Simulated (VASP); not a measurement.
# Al in VASP: single point with PBE

Aim: the single point of Al with PBE.

Everything below comes from runs of VASP 6.6.1. Logs are shortened: lines on timing, memory, paths and dates and some standing lists are left out, and cuts for length are marked.

**1. The cell of the first run**

The typed cell holds 1 atom: a = 2.782 Å, b = 2.782 Å, c = 3.213 Å, α = 54.73°, β = 54.73°, γ = 70.53°.

**2. Single point, PBE**

INCAR

```
PREC     = Accurate       # precision mode
ENCUT    = 520            # plane-wave cutoff, eV
EDIFF    = 1E-7           # SCF threshold, eV
ISMEAR   = 0              # smearing method
SIGMA    = 0.15           # smearing width, eV
LREAL    = False          # projectors in reciprocal space
LASPH    = True           # aspherical terms in the spheres
NELM     = 100            # most SCF steps
ALGO     = Fast           # electronic algorithm
ISIF     = 2              # what is computed and relaxed
LWAVE    = False          # write WAVECAR
LCHARG   = False          # write CHGCAR
GGA      = PE             # functional
NBANDS   = 8              # bands
```

KPOINTS

```
Automatic mesh
0
Gamma
  22 22 22
```

POSCAR

```
Al
1.0
    0.0000000000      2.2719551060      1.6062722599
    2.2719551060      0.0000000000      1.6062722599
    2.2719551060      2.2719551060      0.0000000000
Al
1
Direct
    0.0000000000      0.0000000000      0.0000000000
```

Potentials or basis: VASP PAW PBE potentials, release 64 (Al).

Launch:

```
cat potpaw_PBE.64/Al/POTCAR > POTCAR
mpirun -np 1 vasp_std > vasp.out
```

OUTCAR:

```text
PREC = Accurate
   ENCUT = 520
   EDIFF = 1E-7
   ISMEAR = 0
   LREAL = False
   LASPH = True
   NELM = 100
   ISIF = 2
   GGA = PE

 ion  position               nearest neighbor table
   1  0.000  0.000  0.000-

  LATTYP: Found a body centered tetragonal cell.
 ALAT       =     3.2130297240
 C/A-ratio  =     0.9998489886

  Lattice vectors:

 A1 = (   0.0000000000,  -2.2719551060,  -1.6062722599)
 A2 = (   0.0000000000,   2.2719551060,  -1.6062722599)
 A3 = (   2.2719551060,   0.0000000000,   1.6062722599)

Analysis of symmetry for initial positions (statically):
=====================================================================
 Subroutine PRICEL returns:
 Original cell was already a primitive cell.

 Routine SETGRP: Setting up the symmetry group for a
 body centered tetragonal supercell.

 Subroutine GETGRP returns: Found 16 space group operations
 (whereof 16 operations were pure point group operations)
 out of a pool of 16 trial point group operations.

The static configuration has the point symmetry D_4h.

Analysis of symmetry for dynamics (positions and initial velocities):
=====================================================================
 Subroutine PRICEL returns:
 Original cell was already a primitive cell.

 Routine SETGRP: Setting up the symmetry group for a
 body centered tetragonal supercell.

 Subroutine GETGRP returns: Found 16 space group operations
 (whereof 16 operations were pure point group operations)
 out of a pool of 16 trial point group operations.

The dynamic configuration has the point symmetry D_4h.

 Subroutine INISYM returns: Found 16 space group operations
 (whereof 16 operations are pure point group operations),
 and found     1 'primitive' translations

----------------------------------------------------------------------------------------

                                     Primitive cell

  volume of cell :      16.5824

  direct lattice vectors                    reciprocal lattice vectors
     0.000000000  2.271955106  1.606272260    -0.220074771  0.220074771  0.311279733
     2.271955106  0.000000000  1.606272260     0.220074771 -0.220074771  0.311279733
     2.271955106  2.271955106  0.000000000     0.220074771  0.220074771 -0.311279733

  length of vectors
     2.782425305  2.782425305  3.213029724     0.440182782  0.440182782  0.440182782

  position of ions in fractional coordinates (direct lattice)
     0.000000000  0.000000000  0.000000000

  ion indices of the primitive-cell ions
   primitive index   ion index
                 1           1

----------------------------------------------------------------------------------------

 KPOINTS: Automatic mesh

Automatic generation of k-mesh.
 Grid dimensions read from file:
 generate k-points for:   22   22   22

 Generating k-lattice:

  Cartesian coordinates                     Fractional coordinates (reciprocal lattice)
    -0.010003399  0.010003399  0.014149079     0.045454545  0.000000000  0.000000000
     0.010003399 -0.010003399  0.014149079     0.000000000  0.045454545  0.000000000
     0.010003399  0.010003399 -0.014149079     0.000000000  0.000000000  0.045454545

  Length of vectors
     0.020008308  0.020008308  0.020008308

  Shift w.r.t. Gamma in fractional coordinates (k-lattice)
     0.000000000  0.000000000  0.000000000

 Subroutine IBZKPT returns following result:
 ===========================================

 Found    834 irreducible k-points:

 Following reciprocal coordinates:
            Coordinates               Weight
  0.000000  0.000000  0.000000      1.000000
  0.045455 -0.000000  0.000000      8.000000
  0.090909 -0.000000  0.000000      8.000000
  0.136364 -0.000000  0.000000      8.000000
  0.181818 -0.000000  0.000000      8.000000
  0.227273  0.000000  0.000000      8.000000
[... 16 lines left out ...]
  0.500000  0.045455  0.000000      8.000000
 -0.454545  0.045455  0.000000      8.000000
 [... further k-points ...]
   k-points           NKPTS =    834   k-points in BZ     NKDIM =    834   number of bands    NBANDS=      8
   number of dos      NEDOS =    301   number of ions     NIONS =      1
   total plane-waves  NPLWV =  13824
   dimension x,y,z NGX =    24 NGY =   24 NGZ =   24
   dimension x,y,z NGXF=    48 NGYF=   48 NGZF=   48
   ions per type =               1
   NGX,Y,Z   is equivalent  to a cutoff of  14.34, 14.34, 12.42 a.u.
   NGXF,Y,Z  is equivalent  to a cutoff of  28.68, 28.68, 24.84 a.u.
 SYSTEM =  unknown system
   PREC   = accura    normal or accurate (medium, high low for compatibility)
   ISTART =      0    job   : 0-new  1-cont  2-samecut
   ICHARG =      2    charge: 1-file 2-atom 10-const
   ISPIN  =      1    spin polarized calculation?
   LNONCOLLINEAR =      F non collinear calculations
   LSORBIT =      F    spin-orbit coupling
   LASPH  =      T    aspherical Exc in radial PAW
   ENCUT  =  520.0 eV  38.22 Ry    6.18 a.u.   5.17  5.17  5.97*2*pi/ulx,y,z
   NELM   =    100;   NELMIN=  2; NELMDL= -5     # of ELM steps
   EDIFF  = 0.1E-06   stopping-criterion for ELM
   LREAL  =      F    real-space projection
   EDIFFG = 0.1E-05   stopping-criterion for IOM
   NSW    =      0    number of steps for IOM
   IBRION =     -1    ionic relax: 0-MD 1-quasi-New 2-CG
   NFREE  =      0    steps in history (QN), initial steepest desc. (CG)
   ISIF   =      2    stress and relaxation
   ISYM   =      2    0-nonsym 1-usesym 2-fastsym
   POTIM  = 0.5000    time-step for ionic-motion
   TEBEG  =    0.0;   TEEND  =   0.0 temperature during run
   PSTRESS=    0.0 pullay stress
   NELECT =       3.0000    total number of electrons
   NUPDOWN=      -1.0000    fix difference up-down
   EMIN   =  10.00;   EMAX   =-10.00  energy-range for DOS
   EFERMI =   0.00;   METHOD = LEGACY
   ISMEAR =     0;   SIGMA  =   0.15  broadening in eV -4-tet -1-fermi 0-gaus
   EFERMI_NEDOS =   21; number of points for ismear=-14 and -15
   IALGO  =     68    algorithm
   IMIX   =      4    mixing-type and parameters
     AMIX     =   0.40;   BMIX     =  1.00
     AMIX_MAG =   1.60;   BMIX_MAG =  1.00
  volume/ion in A,a.u.               =      16.58       111.90
  Fermi-wavevector in a.u.,A,eV,Ry     =   0.925903  1.749704 11.664236  0.857297
  Thomas-Fermi vector in A             =   2.051808
   LORBIT       =      0    0 simple, 1 ext, 2 COOP (PROOUT), +10 PAW based schemes
   GGA     = PE    functional components
   LHFCALC =     F    Hartree Fock is set to
   AEXX    =    0.0000 exact exchange contribution
   IVDW    =     0    specifies the selected vdW correction
   LEPSILON=     F    determine dielectric tensor
   LRPA    =     F    only Hartree local field effects (RPA)
 non-spin polarized calculation
 RMM-DIIS sequential band-by-band and
 Gauss-broadening in eV      SIGMA  =   0.15
  energy-cutoff  :      520.00
  volume of cell :       16.58
 maximum number of plane-waves:       466
 NGX is ok and might be reduce to    24
   NGX = 11   NGY = 11   NGZ = 11

 number of electron       3.0000000 magnetization

 Free energy of the ion-electron system (eV)
  ---------------------------------------------------
  ext. energy  EPLUGINS =         0.00000000
  ---------------------------------------------------
  free energy    TOTEN  =        -3.65187982 eV

  energy without entropy =       -3.64739350  energy(sigma->0) =       -3.64963666

 E-fermi :   7.9663     XC(G=0): -10.1831

 val. band max:        7.9496402180   @ k =  -0.4091   0.3636   0.0909
 cond. band min:       7.9730803104   @ k =  -0.4545   0.3636   0.1818
 fundamental gap:      0.0234400924
 Fermi energy:         7.9662582309

 k-point     1 :       0.0000    0.0000    0.0000
  band No.  band energies     occupation
      1      -3.1469      2.00000
      2      21.1863      0.00000
      3      21.1898      0.00000
      4      21.1898      0.00000
      5      22.5786      0.00000
      6      22.5786      0.00000
      7      22.5802      0.00000
      8      24.2290      0.00000

 k-point     2 :       0.0455   -0.0000    0.0000
  band No.  band energies     occupation
      1      -3.0877      2.00000
      2      20.3449      0.00000
      3      20.6625      0.00000
      4      20.9323      0.00000
      5      22.3228      0.00000
      6      22.9628      0.00000
      7      23.2030      0.00000
      8      23.6168      0.00000

 k-point     3 :       0.0909   -0.0000    0.0000
  band No.  band energies     occupation
      1      -2.9099      2.00000
      2      18.7052      0.00000
      3      19.8444      0.00000
      4      20.3221      0.00000
      5      21.7200      0.00000
      6      22.8054      0.00000
      7      23.5372      0.00000
      8      24.3163      0.00000

 k-point     4 :       0.1364   -0.0000    0.0000
  band No.  band energies     occupation
      1      -2.6142      2.00000
      2      16.8520      0.00000
      3      19.0648      0.00000
      4      19.5877      0.00000
      5      21.0129      0.00000
      6      22.1503      0.00000
      7      24.0693      0.00000
      8      24.5205      0.00000

 k-point     5 :       0.1818   -0.0000    0.0000
  band No.  band energies     occupation
      1      -2.2012      2.00000
      2      14.9718      0.00000
      3      18.3661      0.00000
      4      18.8554      0.00000
      5      20.3222      0.00000
      6      21.5572      0.00000
      7      24.6392      0.00000
      8      24.8306      0.00000
[... 177 lines left out ...]
 k-point    22 :       0.4545    0.0455    0.0000
  band No.  band energies     occupation
      1       2.7140      2.00000
      2       5.2490      2.00000
      3      15.0859      0.00000
      4      17.3462      0.00000
      5      17.4070      0.00000
      6      20.0112      0.00000
      7      26.9793      0.00000
      8      29.0120      0.00000

 k-point    23 :       0.5000    0.0455    0.0000
  band No.  band energies     occupation
      1       3.7048      2.00000
      2       4.1543      2.00000
      3      15.0343      0.00000
      4      17.2936      0.00000
      5      17.3559      0.00000
      6      19.9656      0.00000
      7      27.5410      0.00000
      8      28.5381      0.00000

 k-point    24 :      -0.4545    0.0455    0.0000
  band No.  band energies     occupation
      1       2.7137      2.00000
      2       5.2495      2.00000
      3      15.0855      0.00000
      4      17.3459      0.00000
      5      17.4074      0.00000
      6      20.0116      0.00000
      7      26.9841      0.00000
      8      29.0071      0.00000

 [... further k-points ...]

------------------------ aborting loop because EDIFF is reached ----------------------------------------

  FORCE on cell =-STRESS in cart. coord.  units (eV):
  Direction    XX          YY          ZZ          XY          YZ          ZX
  --------------------------------------------------------------------------------------
  -------------------------------------------------------------------------------------
  Total        0.1496702      0.1496702      0.1493719      0.0000000      0.0000000      0.0000000
  in kB       14.4609641     14.4609641     14.4321398      0.0000000      0.0000000      0.0000000
  external PRESSURE =      14.4513560 kB  Pullay stress =       0.0000000 kB

 VOLUME and BASIS-vectors are now :
 -----------------------------------------------------------------------------
  energy-cutoff  :      520.00
  volume of cell :       16.58
      direct lattice vectors                 reciprocal lattice vectors
     0.000000000  2.271955106  1.606272260    -0.220074771  0.220074771  0.311279733
     2.271955106  0.000000000  1.606272260     0.220074771 -0.220074771  0.311279733
     2.271955106  2.271955106  0.000000000     0.220074771  0.220074771 -0.311279733

 POSITION                                       TOTAL-FORCE (eV/Angst)
 -----------------------------------------------------------------------------------
      0.00000      0.00000      0.00000         0.000000      0.000000      0.000000
 -----------------------------------------------------------------------------------
    total drift:                                0.000000     -0.000000     -0.000000

  FREE ENERGIE OF THE ION-ELECTRON SYSTEM (eV)
  ---------------------------------------------------
  free  energy   TOTEN  =        -3.6518798235 eV

  energy  without entropy=       -3.6473935005  energy(sigma->0) =       -3.64963666
```

It took 51 s on 1 thread of Intel Xeon 6975P-C (Granite Rapids), shared host; peak memory 0.21 GiB.

Results:

```
Free energy : -3.6519 eV
Pressure    : 1.4 GPa
```

Levels at points of the mesh, in eV from the Fermi level:
```tsv
k point	band 1	band 2	band 3	band 4
(0.00, 0.00, 0.00)	-11.11	13.22	13.22	13.22
(0.50, 0.00, 0.00)	-4.32	-3.87	8.11	8.24
(0.50, 0.50, 0.00)	1.84	1.84	1.85	2.98
(0.50, 0.00, 0.50)	-4.32	-3.87	8.11	8.25
```
